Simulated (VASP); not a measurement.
# Be2Ag (Fd-3m) in VASP: notebook

Runs on Be2Ag. Level: LDA. Tasks: single point, relaxation of volume and atoms at fixed shape.

Everything below comes from runs of VASP 6.6.1. Logs are shortened: lines on timing, memory, paths and dates and some standing lists are left out, and cuts for length are marked.

## 1. The cell of the first run

The structure is cubic, space group Fd-3m (No. 227). The conventional cell has a = 6.271 Å, b = 6.271 Å, c = 6.271 Å, α = 90.00°, β = 90.00°, γ = 90.00°. Be (site symmetry -3m) has 6 Be at 2.22 Å and 6 Ag at 2.60 Å within 2.9 Å. Ag (site symmetry -43m) has 12 Be at 2.60 Å and 4 Ag at 2.72 Å within 3.4 Å.

## 2. Single point, LDA

INCAR

```
SYSTEM = Be2Ag
PREC = Accurate
ENCUT = 520
EDIFF = 1E-6
ISMEAR = 1
SIGMA = 0.05
LREAL = .FALSE.
LASPH = .TRUE.
NELM = 60
ALGO = Normal
ISIF = 2
LWAVE = .FALSE.
LCHARG = .FALSE.
GGA = CA
NBANDS = 24
```

KPOINTS

```
regular mesh
0
G
  12 12 12
  0 0 0
```

POSCAR

```
Be2Ag
1.0
    4.4340581368      0.0000000000      0.0000000000
    2.2170290684      3.8400069884      0.0000000000
    2.2170290684      1.2800023295      3.6203933084
Be Ag
4 2
Direct
    0.6250000000      0.6250000000      0.6250000000
    0.1250000000      0.6250000000      0.6250000000
    0.6250000000      0.6250000000      0.1250000000
    0.6250000000      0.1250000000      0.6250000000
    0.0000000000      0.0000000000      0.0000000000
    0.2500000000      0.2500000000      0.2500000000
```

Potentials or basis: VASP PAW LDA potentials, release 64 (Be, Ag).

The run is started by

```bash
> cat potpaw_LDA.64/Be/POTCAR potpaw_LDA.64/Ag/POTCAR > POTCAR
> mpirun -np 1 vasp_std > vasp.out
```

OUTCAR:

```text
SYSTEM = Be2Ag
   PREC = Accurate
   ENCUT = 520
   EDIFF = 1E-6
   ISMEAR = 1
   LREAL = .FALSE.
   LASPH = .TRUE.
   NELM = 60
   ISIF = 2
   GGA = CA

 ion  position               nearest neighbor table
   1  0.625  0.625  0.625-   2 2.22   2 2.22   4 2.22   4 2.22   3 2.22   3 2.22   5 2.60   6 2.60
                             5 2.60   6 2.60   6 2.60   5 2.60
   2  0.125  0.625  0.625-   1 2.22   1 2.22   4 2.22   4 2.22   3 2.22   3 2.22   5 2.60   6 2.60
                             5 2.60   6 2.60   6 2.60   5 2.60
   3  0.625  0.625  0.125-   4 2.22   4 2.22   2 2.22   1 2.22   1 2.22   2 2.22   6 2.60   6 2.60
                             5 2.60   5 2.60   6 2.60   5 2.60
   4  0.625  0.125  0.625-   1 2.22   1 2.22   2 2.22   2 2.22   3 2.22   3 2.22   6 2.60   5 2.60
                             6 2.60   5 2.60   5 2.60   6 2.60
   5  0.000  0.000  0.000-   3 2.60   3 2.60   4 2.60   4 2.60   1 2.60   2 2.60   1 2.60   2 2.60
                             1 2.60   2 2.60   3 2.60   4 2.60   6 2.72   6 2.72   6 2.72   6 2.72
   6  0.250  0.250  0.250-   3 2.60   3 2.60   4 2.60   4 2.60   1 2.60   2 2.60   1 2.60   2 2.60
                             2 2.60   1 2.60   3 2.60   4 2.60   5 2.72   5 2.72   5 2.72   5 2.72

  LATTYP: Found a face centered cubic cell.
 ALAT       =     6.2707051535

  Lattice vectors:

 A1 = (   4.4340581368,   0.0000000000,   0.0000000000)
 A2 = (   2.2170290684,   3.8400069884,   0.0000000000)
 A3 = (   2.2170290684,   1.2800023295,   3.6203933084)

Analysis of symmetry for initial positions (statically):
=====================================================================
 Subroutine PRICEL returns:
 Original cell was already a primitive cell.

 Routine SETGRP: Setting up the symmetry group for a
 face centered cubic supercell.

 Subroutine GETGRP returns: Found 48 space group operations
 (whereof 24 operations were pure point group operations)
 out of a pool of 48 trial point group operations.

The static configuration has the point symmetry T_d .
 The point group associated with its full space group is O_h .

Analysis of symmetry for dynamics (positions and initial velocities):
=====================================================================
 Subroutine PRICEL returns:
 Original cell was already a primitive cell.

 Routine SETGRP: Setting up the symmetry group for a
 face centered cubic supercell.

 Subroutine GETGRP returns: Found 48 space group operations
 (whereof 24 operations were pure point group operations)
 out of a pool of 48 trial point group operations.

The dynamic configuration has the point symmetry T_d .
 The point group associated with its full space group is O_h .

 Subroutine INISYM returns: Found 48 space group operations
 (whereof 24 operations are pure point group operations),
 and found     1 'primitive' translations

----------------------------------------------------------------------------------------

                                     Primitive cell

  volume of cell :      61.6438

  direct lattice vectors                    reciprocal lattice vectors
     4.434058137  0.000000000  0.000000000     0.225527038 -0.130208096 -0.092071028
     2.217029068  3.840006988  0.000000000     0.000000000  0.260416193 -0.092071028
     2.217029068  1.280002330  3.620393308     0.000000000  0.000000000  0.276213084

  length of vectors
     4.434058137  4.434058137  4.434058137     0.276213084  0.276213084  0.276213084

  position of ions in fractional coordinates (direct lattice)
     0.625000000  0.625000000  0.625000000
     0.125000000  0.625000000  0.625000000
     0.625000000  0.625000000  0.125000000
     0.625000000  0.125000000  0.625000000
     0.000000000  0.000000000  0.000000000
     0.250000000  0.250000000  0.250000000

  ion indices of the primitive-cell ions
   primitive index   ion index
                 1           1
                 2           2
                 3           3
                 4           4
                 5           5
                 6           6

----------------------------------------------------------------------------------------

 KPOINTS: regular mesh

Automatic generation of k-mesh.
 Grid dimensions read from file:
 generate k-points for:   12   12   12

 Generating k-lattice:

  Cartesian coordinates                     Fractional coordinates (reciprocal lattice)
     0.018793920 -0.010850675 -0.007672586     0.083333333  0.000000000  0.000000000
     0.000000000  0.021701349 -0.007672586     0.000000000  0.083333333 -0.000000000
     0.000000000  0.000000000  0.023017757     0.000000000  0.000000000  0.083333333

  Length of vectors
     0.023017757  0.023017757  0.023017757

  Shift w.r.t. Gamma in fractional coordinates (k-lattice)
     0.000000000  0.000000000  0.000000000

 Subroutine IBZKPT returns following result:
 ===========================================

 Found     72 irreducible k-points:

 Following reciprocal coordinates:
            Coordinates               Weight
  0.000000  0.000000  0.000000      1.000000
  0.083333  0.000000  0.000000      8.000000
  0.166667  0.000000  0.000000      8.000000
  0.250000  0.000000  0.000000      8.000000
  0.333333  0.000000  0.000000      8.000000
  0.416667  0.000000  0.000000      8.000000
[... 16 lines left out ...]
  0.500000  0.166667  0.000000     24.000000
 -0.416667  0.166667 -0.000000     24.000000
 [... further k-points ...]
   k-points           NKPTS =     72   k-points in BZ     NKDIM =     72   number of bands    NBANDS=     24
   number of dos      NEDOS =    301   number of ions     NIONS =      6
   total plane-waves  NPLWV =  46656
   dimension x,y,z NGX =    36 NGY =   36 NGZ =   36
   dimension x,y,z NGXF=    72 NGYF=   72 NGZF=   72
   ions per type =               4   2
   NGX,Y,Z   is equivalent  to a cutoff of  13.50, 13.50, 13.50 a.u.
   NGXF,Y,Z  is equivalent  to a cutoff of  26.99, 26.99, 26.99 a.u.
 SYSTEM =  Be2Ag
   PREC   = accura    normal or accurate (medium, high low for compatibility)
   ISTART =      0    job   : 0-new  1-cont  2-samecut
   ICHARG =      2    charge: 1-file 2-atom 10-const
   ISPIN  =      1    spin polarized calculation?
   LNONCOLLINEAR =      F non collinear calculations
   LSORBIT =      F    spin-orbit coupling
   LASPH  =      T    aspherical Exc in radial PAW
   ENCUT  =  520.0 eV  38.22 Ry    6.18 a.u.   8.24  8.24  8.24*2*pi/ulx,y,z
   NELM   =     60;   NELMIN=  2; NELMDL= -5     # of ELM steps
   EDIFF  = 0.1E-05   stopping-criterion for ELM
   LREAL  =      F    real-space projection
   EDIFFG = 0.1E-04   stopping-criterion for IOM
   NSW    =      0    number of steps for IOM
   IBRION =     -1    ionic relax: 0-MD 1-quasi-New 2-CG
   NFREE  =      0    steps in history (QN), initial steepest desc. (CG)
   ISIF   =      2    stress and relaxation
   ISYM   =      2    0-nonsym 1-usesym 2-fastsym
   POTIM  = 0.5000    time-step for ionic-motion
   TEBEG  =    0.0;   TEEND  =   0.0 temperature during run
   PSTRESS=    0.0 pullay stress
   NELECT =      30.0000    total number of electrons
   NUPDOWN=      -1.0000    fix difference up-down
   EMIN   =  10.00;   EMAX   =-10.00  energy-range for DOS
   EFERMI =   0.00;   METHOD = LEGACY
   ISMEAR =     1;   SIGMA  =   0.05  broadening in eV -4-tet -1-fermi 0-gaus
   EFERMI_NEDOS =   21; number of points for ismear=-14 and -15
   IALGO  =     38    algorithm
   IMIX   =      4    mixing-type and parameters
     AMIX     =   0.40;   BMIX     =  1.00
     AMIX_MAG =   1.60;   BMIX_MAG =  1.00
  volume/ion in A,a.u.               =      10.27        69.33
  Fermi-wavevector in a.u.,A,eV,Ry     =   1.287712  2.433424 22.561223  1.658203
  Thomas-Fermi vector in A             =   2.419710
   LORBIT       =      0    0 simple, 1 ext, 2 COOP (PROOUT), +10 PAW based schemes
   GGA     = CA    functional components
   LHFCALC =     F    Hartree Fock is set to
   AEXX    =    0.0000 exact exchange contribution
   IVDW    =     0    specifies the selected vdW correction
   LEPSILON=     F    determine dielectric tensor
   LRPA    =     F    only Hartree local field effects (RPA)
 non-spin polarized calculation
 Methfessel and Paxton  Order N= 1 SIGMA  =   0.05
  energy-cutoff  :      520.00
  volume of cell :       61.64
 maximum number of plane-waves:      1676
 NGX is ok and might be reduce to    36
   NGX = 17   NGY = 17   NGZ = 17

 number of electron      30.0000002 magnetization

 Free energy of the ion-electron system (eV)
  ---------------------------------------------------
  ext. energy  EPLUGINS =         0.00000000
  ---------------------------------------------------
  free energy    TOTEN  =       -24.56224853 eV

  energy without entropy =      -24.56228087  energy(sigma->0) =      -24.56225931

 E-fermi :   8.6131     XC(G=0): -11.9703

 val. band max:        8.5270486141   @ k =   0.1667   0.1667   0.0000
 cond. band min:       8.6427431398   @ k =  -0.2500   0.5000   0.2500
 fundamental gap:      0.1156945256
 Fermi energy:         8.6131117332

 k-point     1 :       0.0000    0.0000    0.0000
  band No.  band energies     occupation
      1      -1.7008      2.00000
      2       1.5364      2.00000
      3       1.5364      2.00000
      4       2.0724      2.00000
      5       2.0724      2.00000
      6       2.0724      2.00000
[... 16 lines left out ...]
     23      14.1687      0.00000
     24      14.1687      0.00000

 k-point     2 :       0.0833    0.0000    0.0000
  band No.  band energies     occupation
      1      -1.6280      2.00000
      2       1.5375      2.00000
      3       1.5375      2.00000
      4       2.0378      2.00000
      5       2.0919      2.00000
      6       2.0919      2.00000
[... 16 lines left out ...]
     23      14.8530      0.00000
     24      14.8530      0.00000
[... 565 lines left out ...]
     23      16.8167      0.00000
     24      18.8937      0.00000

 k-point    24 :      -0.4167    0.1667   -0.0000
  band No.  band energies     occupation
      1       0.4259      2.00000
      2       0.7783      2.00000
      3       1.5063      2.00000
      4       1.6646      2.00000
      5       2.1685      2.00000
      6       2.2351      2.00000
[... 16 lines left out ...]
     23      16.8602      0.00000
     24      18.7019      0.00000

 [... further k-points ...]

------------------------ aborting loop because EDIFF is reached ----------------------------------------

  FORCE on cell =-STRESS in cart. coord.  units (eV):
  Direction    XX          YY          ZZ          XY          YZ          ZX
  --------------------------------------------------------------------------------------
  -------------------------------------------------------------------------------------
  Total        0.1502021      0.1502021      0.1502021      0.0000000      0.0000000      0.0000000
  in kB        3.9038877      3.9038877      3.9038877      0.0000000      0.0000000      0.0000000
  external PRESSURE =       3.9038877 kB  Pullay stress =       0.0000000 kB

 VOLUME and BASIS-vectors are now :
 -----------------------------------------------------------------------------
  energy-cutoff  :      520.00
  volume of cell :       61.64
      direct lattice vectors                 reciprocal lattice vectors
     4.434058137  0.000000000  0.000000000     0.225527038 -0.130208096 -0.092071028
     2.217029068  3.840006988  0.000000000     0.000000000  0.260416193 -0.092071028
     2.217029068  1.280002330  3.620393308     0.000000000  0.000000000  0.276213084

 POSITION                                       TOTAL-FORCE (eV/Angst)
 -----------------------------------------------------------------------------------
      5.54257      3.20001      2.26275         0.000000      0.000000      0.000000
      3.32554      3.20001      2.26275         0.000000      0.000000      0.000000
      4.43406      2.56000      0.45255         0.000000      0.000000      0.000000
      4.43406      1.28000      2.26275         0.000000      0.000000      0.000000
      0.00000      0.00000      0.00000        -0.000000     -0.000000     -0.000000
      2.21703      1.28000      0.90510         0.000000      0.000000      0.000000
 -----------------------------------------------------------------------------------
    total drift:                               -0.000000      0.000000     -0.000000

  FREE ENERGIE OF THE ION-ELECTRON SYSTEM (eV)
  ---------------------------------------------------
  free  energy   TOTEN  =       -24.5622485252 eV

  energy  without entropy=      -24.5622808702  energy(sigma->0) =      -24.56225931
```

Wall time 40 s (1 thread of Intel Xeon 6975P-C (Granite Rapids), shared host); peak memory 0.23 GiB.

Results:

- Free energy: -24.5622 eV
- Pressure: 0.4 GPa
- Band gap on the k mesh: zero (bands 15 and 16 overlap by 2.41 eV)

## 3. Relaxation of volume and atoms at fixed shape, LDA

This run uses another cell than the first one, of 10.35 Å³/atom.

INCAR

```
SYSTEM = Be2Ag
PREC     = Accurate       ! precision mode
ENCUT    = 600            ! plane-wave cutoff, eV
EDIFF    = 1E-6           ! SCF threshold, eV
ISMEAR   = 1              ! smearing method
SIGMA    = 0.05           ! smearing width, eV
LREAL    = .FALSE.        ! projectors in reciprocal space
LASPH    = .TRUE.         ! aspherical terms in the spheres
NELM     = 80             ! most SCF steps
ALGO     = Normal         ! electronic algorithm
ISIF     = 8              ! what is computed and relaxed
LWAVE    = .FALSE.        ! write WAVECAR
LCHARG   = .FALSE.        ! write CHGCAR
GGA      = CA             ! functional
IBRION   = 2              ! ionic algorithm
NSW      = 80             ! ionic steps
EDIFFG   = -0.03          ! ionic threshold
```

KPOINTS

```
Automatic mesh
0
G
  12 12 12
  0 0 0
```

POSCAR, as its differences from that of step 2:

```diff
@@ -2,5 +2,5 @@
 1.0
-    4.4340581368      0.0000000000      0.0000000000
-    2.2170290684      3.8400069884      0.0000000000
-    2.2170290684      1.2800023295      3.6203933084
+    4.4455800000      0.0000000000      0.0000000000
+    2.2227900000      3.8499852146      0.0000000000
+    2.2227900000      1.2833284049      3.6298008702
 Be Ag
```

Potentials or basis: VASP PAW LDA potentials, release 64 (Be, Ag).

The run is started by

```bash
> cat potpaw_LDA.64/Be/POTCAR potpaw_LDA.64/Ag/POTCAR > POTCAR
> mpirun -np 1 vasp_std > vasp.out
```

Run time: 54 s. Hardware: 1 thread of Intel Xeon 6975P-C (Granite Rapids), shared host; peak memory 0.24 GiB.

Results (log left out):

```
Free energy                           : -24.5620 eV
Relaxed volume                        : 10.28 Å³/atom
Relaxed cell                          : a = 4.435 Å, b = 4.435 Å, c = 4.435 Å, α = 60.00°, β = 60.00°, γ = 60.00°
Space group after relaxing (to 0.1 Å) : Fd-3m (No. 227)
Energy gained by relaxing             : 0.1 meV/atom
Ionic steps                           : 2
Pressure after relaxing               : 0.3 GPa
Band gap on the k mesh                : zero (bands 15 and 16 overlap by 2.41 eV)
```

The path:
| step | energy change (eV) | largest force (eV/Å) | pressure (GPa) | volume (Å³) |
| --- | --- | --- | --- | --- |
| 1 | 0.0000 | 0.0000 | -0.79 | 62.13 |
| 2 | -0.0006 | 0.0000 | 0.35 | 61.67 |

Final structure:
```xyz
6
Lattice="4.4346 0.0000 0.0000 2.2173 3.8405 0.0000 2.2173 1.2802 3.6209" Properties=species:S:1:pos:R:3 pbc="T T T"
Be    5.5433    3.2004    2.2630
Be    3.3260    3.2004    2.2630
Be    4.4346    2.5603    0.4526
Be    4.4346    1.2802    2.2630
Ag    8.8693    5.1207    3.6209
Ag    2.2173    1.2802    0.9052
```

Levels at points of the mesh, in eV from the Fermi level:
```csv
k point,band 12,band 13,band 14,band 15,band 16,band 17,band 18,band 19
"(0.00, 0.00, 0.00)",-3.56,0.44,0.44,0.44,2.79,3.49,3.49,3.49
"(0.50, 0.00, 0.00)",-4.77,-2.71,-0.93,-0.93,1.97,1.97,3.59,5.74
"(0.50, 0.50, 0.00)",-4.50,-3.51,-3.51,-1.62,-1.62,5.65,5.65,6.40
```

The gap in the log of VASP goes by the Fermi energy; the results here count the filled bands.